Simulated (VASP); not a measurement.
# Ta2Ag (F-43m) in VASP: single point with PBE

Aim: the single point of Ta2Ag with PBE.

Everything below comes from runs of VASP 6.6.1. Logs are shortened: lines on timing, memory, paths and dates and some standing lists are left out, and cuts for length are marked.

## Step 1: The cell of the first run

It takes space group F-43m (No. 216, cubic). Conventional cell: a = 5.844 Å, b = 5.844 Å, c = 5.844 Å, α = 90.00°, β = 90.00°, γ = 90.00°. Ta (site symmetry -43m) has 4 Ta at 2.53 Å and 4 Ag at 2.53 Å within 3.3 Å. Within 3.3 Å of Ta (site symmetry -43m) lie 4 Ta at 2.53 Å and 6 Ag at 2.92 Å. Ag (site symmetry -43m) has 10 Ta at 2.53 to 2.92 Å within 3.3 Å.

## Step 2: Single point, PBE

The input, INCAR:

```
SYSTEM = Ta2Ag
PREC     = Accurate       ! precision mode
ENCUT    = 520            ! plane-wave cutoff, eV
EDIFF    = 1E-7           ! SCF threshold, eV
ISMEAR   = 0              ! smearing method
SIGMA    = 0.1            ! smearing width, eV
LREAL    = .False.        ! projectors in reciprocal space
LASPH    = .True.         ! aspherical terms in the spheres
NELM     = 100            ! most SCF steps
ALGO     = Fast           ! electronic algorithm
ISIF     = 2              ! what is computed and relaxed
LWAVE    = .False.        ! write WAVECAR
LCHARG   = .False.        ! write CHGCAR
GGA      = PE             ! functional
NBANDS   = 24             ! bands
```

The input, KPOINTS:

```
regular mesh
0
Gamma
  6 6 6
  0 0 0
```

The input, POSCAR:

```
Ta2Ag
1.0
    0.0000000000      2.9220561600      2.9220561600
    2.9220561600      0.0000000000      2.9220561600
    2.9220561600      2.9220561600      0.0000000000
Ta Ag
2 1
Direct
    0.2500000000      0.2500000000      0.2500000000
    0.5000000000      0.5000000000      0.5000000000
    0.0000000000      0.0000000000      0.0000000000
```

Potentials or basis: VASP PAW PBE potentials, release 64 (Ta_pv, Ag).

Launch:

```bash
$ cat potpaw_PBE.64/Ta_pv/POTCAR potpaw_PBE.64/Ag/POTCAR > POTCAR
$ mpirun -np 1 vasp_std > vasp.out
```

OUTCAR:

```text
SYSTEM = Ta2Ag
   PREC = Accurate
   ENCUT = 520
   EDIFF = 1E-7
   ISMEAR = 0
   LREAL = .False.
   LASPH = .True.
   NELM = 100
   ISIF = 2
   GGA = PE

 ion  position               nearest neighbor table
   1  0.250  0.250  0.250-   3 2.53   3 2.53   2 2.53   2 2.53   3 2.53   2 2.53   3 2.53   2 2.53

   2  0.500  0.500  0.500-   1 2.53   1 2.53   1 2.53   1 2.53   3 2.92   3 2.92   3 2.92   3 2.92
                             3 2.92   3 2.92
   3  0.000  0.000  0.000-   1 2.53   1 2.53   1 2.53   1 2.53   2 2.92   2 2.92   2 2.92   2 2.92
                             2 2.92   2 2.92

  LATTYP: Found a face centered cubic cell.
 ALAT       =     5.8441123200

  Lattice vectors:

 A1 = (   0.0000000000,   2.9220561600,   2.9220561600)
 A2 = (   2.9220561600,   0.0000000000,   2.9220561600)
 A3 = (   2.9220561600,   2.9220561600,   0.0000000000)

Analysis of symmetry for initial positions (statically):
=====================================================================
 Subroutine PRICEL returns:
 Original cell was already a primitive cell.

 Routine SETGRP: Setting up the symmetry group for a
 face centered cubic supercell.

 Subroutine GETGRP returns: Found 24 space group operations
 (whereof 24 operations were pure point group operations)
 out of a pool of 48 trial point group operations.

The static configuration has the point symmetry T_d .

Analysis of symmetry for dynamics (positions and initial velocities):
=====================================================================
 Subroutine PRICEL returns:
 Original cell was already a primitive cell.

 Routine SETGRP: Setting up the symmetry group for a
 face centered cubic supercell.

 Subroutine GETGRP returns: Found 24 space group operations
 (whereof 24 operations were pure point group operations)
 out of a pool of 48 trial point group operations.

The dynamic configuration has the point symmetry T_d .

 Subroutine INISYM returns: Found 24 space group operations
 (whereof 24 operations are pure point group operations),
 and found     1 'primitive' translations

----------------------------------------------------------------------------------------

                                     Primitive cell

  volume of cell :      49.8994

  direct lattice vectors                    reciprocal lattice vectors
     0.000000000  2.922056160  2.922056160    -0.171112385  0.171112385  0.171112385
     2.922056160  0.000000000  2.922056160     0.171112385 -0.171112385  0.171112385
     2.922056160  2.922056160  0.000000000     0.171112385  0.171112385 -0.171112385

  length of vectors
     4.132411451  4.132411451  4.132411451     0.296375345  0.296375345  0.296375345

  position of ions in fractional coordinates (direct lattice)
     0.250000000  0.250000000  0.250000000
     0.500000000  0.500000000  0.500000000
     0.000000000  0.000000000  0.000000000

  ion indices of the primitive-cell ions
   primitive index   ion index
                 1           1
                 2           2
                 3           3

----------------------------------------------------------------------------------------

 KPOINTS: regular mesh

Automatic generation of k-mesh.
 Grid dimensions read from file:
 generate k-points for:    6    6    6

 Generating k-lattice:

  Cartesian coordinates                     Fractional coordinates (reciprocal lattice)
    -0.028518731  0.028518731  0.028518731     0.166666667  0.000000000  0.000000000
     0.028518731 -0.028518731  0.028518731     0.000000000  0.166666667  0.000000000
     0.028518731  0.028518731 -0.028518731     0.000000000  0.000000000  0.166666667

  Length of vectors
     0.049395891  0.049395891  0.049395891

  Shift w.r.t. Gamma in fractional coordinates (k-lattice)
     0.000000000  0.000000000  0.000000000

 Subroutine IBZKPT returns following result:
 ===========================================

 Found     16 irreducible k-points:

 Following reciprocal coordinates:
            Coordinates               Weight
  0.000000  0.000000  0.000000      1.000000
  0.166667  0.000000  0.000000      8.000000
  0.333333  0.000000  0.000000      8.000000
  0.500000  0.000000  0.000000      4.000000
  0.166667  0.166667  0.000000      6.000000
  0.333333  0.166667  0.000000     24.000000
[... 8 lines left out ...]
 -0.333333  0.333333  0.166667     24.000000
 -0.333333  0.500000  0.166667     12.000000
   k-points           NKPTS =     16   k-points in BZ     NKDIM =     16   number of bands    NBANDS=     24
   number of dos      NEDOS =    301   number of ions     NIONS =      3
   total plane-waves  NPLWV =  32768
   dimension x,y,z NGX =    32 NGY =   32 NGZ =   32
   dimension x,y,z NGXF=    64 NGYF=   64 NGZF=   64
   ions per type =               2   1
   NGX,Y,Z   is equivalent  to a cutoff of  12.87, 12.87, 12.87 a.u.
   NGXF,Y,Z  is equivalent  to a cutoff of  25.75, 25.75, 25.75 a.u.
 SYSTEM =  Ta2Ag
   PREC   = accura    normal or accurate (medium, high low for compatibility)
   ISTART =      0    job   : 0-new  1-cont  2-samecut
   ICHARG =      2    charge: 1-file 2-atom 10-const
   ISPIN  =      1    spin polarized calculation?
   LNONCOLLINEAR =      F non collinear calculations
   LSORBIT =      F    spin-orbit coupling
   LASPH  =      T    aspherical Exc in radial PAW
   ENCUT  =  520.0 eV  38.22 Ry    6.18 a.u.   7.68  7.68  7.68*2*pi/ulx,y,z
   NELM   =    100;   NELMIN=  2; NELMDL= -5     # of ELM steps
   EDIFF  = 0.1E-06   stopping-criterion for ELM
   LREAL  =      F    real-space projection
   EDIFFG = 0.1E-05   stopping-criterion for IOM
   NSW    =      0    number of steps for IOM
   IBRION =     -1    ionic relax: 0-MD 1-quasi-New 2-CG
   NFREE  =      0    steps in history (QN), initial steepest desc. (CG)
   ISIF   =      2    stress and relaxation
   ISYM   =      2    0-nonsym 1-usesym 2-fastsym
   POTIM  = 0.5000    time-step for ionic-motion
   TEBEG  =    0.0;   TEEND  =   0.0 temperature during run
   PSTRESS=    0.0 pullay stress
   NELECT =      33.0000    total number of electrons
   NUPDOWN=      -1.0000    fix difference up-down
   EMIN   =  10.00;   EMAX   =-10.00  energy-range for DOS
   EFERMI =   0.00;   METHOD = LEGACY
   ISMEAR =     0;   SIGMA  =   0.10  broadening in eV -4-tet -1-fermi 0-gaus
   EFERMI_NEDOS =   21; number of points for ismear=-14 and -15
   IALGO  =     68    algorithm
   IMIX   =      4    mixing-type and parameters
     AMIX     =   0.40;   BMIX     =  1.00
     AMIX_MAG =   1.60;   BMIX_MAG =  1.00
  volume/ion in A,a.u.               =      16.63       112.25
  Fermi-wavevector in a.u.,A,eV,Ry     =   1.426311  2.695337 27.679193  2.034363
  Thomas-Fermi vector in A             =   2.546602
   LORBIT       =      0    0 simple, 1 ext, 2 COOP (PROOUT), +10 PAW based schemes
   GGA     = PE    functional components
   LHFCALC =     F    Hartree Fock is set to
   AEXX    =    0.0000 exact exchange contribution
   IVDW    =     0    specifies the selected vdW correction
   LEPSILON=     F    determine dielectric tensor
   LRPA    =     F    only Hartree local field effects (RPA)
 non-spin polarized calculation
 RMM-DIIS sequential band-by-band and
 Gauss-broadening in eV      SIGMA  =   0.10
  energy-cutoff  :      520.00
  volume of cell :       49.90
 maximum number of plane-waves:      1363
   NGX = 15   NGY = 15   NGZ = 15

 number of electron      33.0000004 magnetization

 Free energy of the ion-electron system (eV)
  ---------------------------------------------------
  ext. energy  EPLUGINS =         0.00000000
  ---------------------------------------------------
  free energy    TOTEN  =       -20.21888921 eV

  energy without entropy =      -20.19246057  energy(sigma->0) =      -20.20567489

 E-fermi :   7.3537     XC(G=0): -12.6412

 val. band max:        7.3377630829   @ k =   0.5000   0.3333   0.1667
 cond. band min:       7.3668922340   @ k =   0.5000   0.5000   0.0000
 fundamental gap:      0.0291291511
 Fermi energy:         7.3536593595

 k-point     1 :       0.0000    0.0000    0.0000
  band No.  band energies     occupation
      1     -26.9564      2.00000
      2     -26.9564      2.00000
      3     -26.9564      2.00000
      4     -25.8275      2.00000
      5     -25.8275      2.00000
      6     -25.8275      2.00000
[... 16 lines left out ...]
     23      16.4090      0.00000
     24      17.6681      0.00000

 k-point     2 :       0.1667    0.0000    0.0000
  band No.  band energies     occupation
      1     -26.9937      2.00000
      2     -26.9937      2.00000
      3     -26.9587      2.00000
      4     -25.8304      2.00000
      5     -25.7862      2.00000
      6     -25.7862      2.00000
[... 16 lines left out ...]
     23      16.2510      0.00000
     24      17.4886      0.00000

 k-point     3 :       0.3333    0.0000    0.0000
  band No.  band energies     occupation
      1     -27.0615      2.00000
      2     -27.0615      2.00000
      3     -26.9688      2.00000
      4     -25.8293      2.00000
      5     -25.7103      2.00000
      6     -25.7103      2.00000
[... 16 lines left out ...]
     23      13.9842      0.00000
     24      16.6658      0.00000

 k-point     4 :       0.5000    0.0000    0.0000
  band No.  band energies     occupation
      1     -27.0927      2.00000
      2     -27.0927      2.00000
      3     -26.9766      2.00000
      4     -25.8254      2.00000
      5     -25.6750      2.00000
      6     -25.6750      2.00000
[... 16 lines left out ...]
     23      12.5534      0.00000
     24      16.4862      0.00000

 k-point     5 :       0.1667    0.1667    0.0000
  band No.  band energies     occupation
      1     -27.0354      2.00000
      2     -27.0354      2.00000
      3     -26.8855      2.00000
      4     -25.9136      2.00000
      5     -25.7387      2.00000
      6     -25.7387      2.00000
[... 235 lines left out ...]
 k-point    14 :       0.5000    0.3333    0.1667
  band No.  band energies     occupation
      1     -27.2098      2.00000
      2     -27.1453      2.00000
      3     -26.7055      2.00000
      4     -26.1003      2.00000
      5     -25.6162      2.00000
      6     -25.5552      2.00000
[... 16 lines left out ...]
     23      13.5235      0.00000
     24      14.6570      0.00000

 k-point    15 :      -0.3333    0.3333    0.1667
  band No.  band energies     occupation
      1     -27.2452      2.00000
      2     -27.1758      2.00000
      3     -26.6227      2.00000
      4     -26.1791      2.00000
      5     -25.5834      2.00000
      6     -25.5217      2.00000
[... 16 lines left out ...]
     23      12.6772      0.00000
     24      14.2063      0.00000

 k-point    16 :      -0.3333    0.5000    0.1667
  band No.  band energies     occupation
      1     -27.2345      2.00000
      2     -27.2272      2.00000
      3     -26.4065      2.00000
      4     -26.4051      2.00000
      5     -25.5257      2.00000
      6     -25.5253      2.00000
[... 16 lines left out ...]
     23      12.5748      0.00000
     24      12.9575      0.00000

------------------------ aborting loop because EDIFF is reached ----------------------------------------

  FORCE on cell =-STRESS in cart. coord.  units (eV):
  Direction    XX          YY          ZZ          XY          YZ          ZX
  --------------------------------------------------------------------------------------
  -------------------------------------------------------------------------------------
  Total       17.3423741     17.3423741     17.3423741      0.0000000      0.0000000      0.0000000
  in kB      556.8310707    556.8310707    556.8310707      0.0000000      0.0000000      0.0000000
  external PRESSURE =     556.8310707 kB  Pullay stress =       0.0000000 kB

 VOLUME and BASIS-vectors are now :
 -----------------------------------------------------------------------------
  energy-cutoff  :      520.00
  volume of cell :       49.90
      direct lattice vectors                 reciprocal lattice vectors
     0.000000000  2.922056160  2.922056160    -0.171112385  0.171112385  0.171112385
     2.922056160  0.000000000  2.922056160     0.171112385 -0.171112385  0.171112385
     2.922056160  2.922056160  0.000000000     0.171112385  0.171112385 -0.171112385

 POSITION                                       TOTAL-FORCE (eV/Angst)
 -----------------------------------------------------------------------------------
      1.46103      1.46103      1.46103        -0.000000     -0.000000     -0.000000
      2.92206      2.92206      2.92206         0.000000      0.000000     -0.000000
      0.00000      0.00000      0.00000         0.000000      0.000000      0.000000
 -----------------------------------------------------------------------------------
    total drift:                                0.000000      0.000000      0.000000

  FREE ENERGIE OF THE ION-ELECTRON SYSTEM (eV)
  ---------------------------------------------------
  free  energy   TOTEN  =       -20.2188892103 eV

  energy  without entropy=      -20.1924605670  energy(sigma->0) =      -20.20567489
```

It took 62 s on 1 thread of AMD EPYC 7R13, shared host; peak memory 0.15 GiB.

What came out:

```
Free energy : -20.2189 eV
Pressure    : 55.7 GPa
```

Caveat: spin-orbit coupling is left out, which moves the levels of the heavy elements.
